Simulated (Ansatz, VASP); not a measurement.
**Se in VASP and in Ansatz**

```xyz
4
Lattice="5.1398 0.0000 0.0000 0.0000 5.1398 0.0000 0.0000 0.0000 5.1398" Properties=species:S:1:pos:R:3 pbc="T T T"
Se    0.0000    0.0000    0.0000
Se    2.5699    0.0000    0.0000
Se    0.0000    2.5699    0.0000
Se    0.0000    0.0000    2.5699
```

Alike in both runs: functional PBE; k mesh 10 × 10 × 10; occupations gaussian, width 0.1 eV; no spin polarisation.

Ansatz relaxed the structure, and its values are those at the end. VASP's run is a single point on that final structure, the one shown.

|  | VASP | Ansatz |
| --- | --- | --- |
| version | VASP 6.6.1 | Ansatz 0.2.0 |
| potentials or method | VASP PAW PBE potentials, release 64 (Se), cutoff 520 eV | scalar-relativistic, plane waves, PAW |
| valence electrons in the cell | 24 | 64 |

```csv
,VASP,Ansatz,Ansatz less VASP
gap on the k mesh at the Fermi level (eV),none,none,-
pressure (GPa),0.0,0.0,-0.02
```

A gap of «none» marks a metal or a gap that the smearing closes. The functional is the same, so the differences come from potentials, cutoffs and numerics. VASP's potentials hold 24 valence electrons a cell and Ansatz's 64, so a difference there can come from the potentials and not from the codes.
